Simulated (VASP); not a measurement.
Write the native input for VASP 6.6.1 that does the following.

```yaml
Task: relaxation of cell and atoms
Functional: PBE
Potentials_or_basis: VASP PAW PBE potentials, release 64 (Al, Cu)
Cutoff: 600 eV
k_mesh: 12 × 12 × 18
Occupations: gaussian, width 0.1 eV
Spin: no spin polarisation
Dipole_correction: no
Further_INCAR_settings: ALGO = Fast; EDIFF = 1e-06; IBRION = 2; EDIFFG = -0.01; NSW = 100; ISIF = 3
```

The structure of AlCu2 lies in POSCAR:

```
AlCu2
1.0
    4.1694351000      0.0000000000      0.0000000000
   -2.0847175000      3.6108367000      0.0000000000
    0.0000000000      0.0000000000      2.5925999000
Al Cu
1 2
Direct
    0.0000000000      0.0000000000      0.0000000000
    0.3333333000      0.6666667000      0.5000000000
    0.6666667000      0.3333333000      0.5000000000
```

These files were run (other wordings do the same):

INCAR

```
ALGO = Fast ; EDIFF = 1E-6
EDIFFG = -0.01 ; ENCUT = 600
GGA = PE ; IBRION = 2
ISIF = 3 ; ISMEAR = 0
LASPH = True ; LCHARG = False
LREAL = False ; LWAVE = False
NELM = 60 ; NSW = 100
PREC = Accurate ; SIGMA = 0.1
```

KPOINTS

```
k-points
0
Gamma
  12 12 18
```

Potentials or basis: VASP PAW PBE potentials, release 64 (Al, Cu).

Launch:

```console
$ cat potpaw_PBE.64/Al/POTCAR potpaw_PBE.64/Cu/POTCAR > POTCAR
$ mpirun -np 1 vasp_std > vasp.out
```

It gave:

The relaxed volume is 13.05 Å³/atom and the relaxed cell is a = 4.174 Å, b = 4.174 Å, c = 2.594 Å, α = 90.00°, β = 90.00°, γ = 120.00°. The space group after relaxing (to 0.1 Å) is P6/mmm (No. 191). The energy gained by relaxing is 0.0 meV/atom. The ionic steps are 3. The pressure after relaxing is 0.0 GPa and the band gap on the k mesh is zero (an odd number of electrons rules out a gap without spin polarisation).

Run time: 7.7 min on 1 thread of AMD EPYC 7R43 64-Core Processor (Zen 3), with other jobs on the host, peak memory 0.25 GiB.
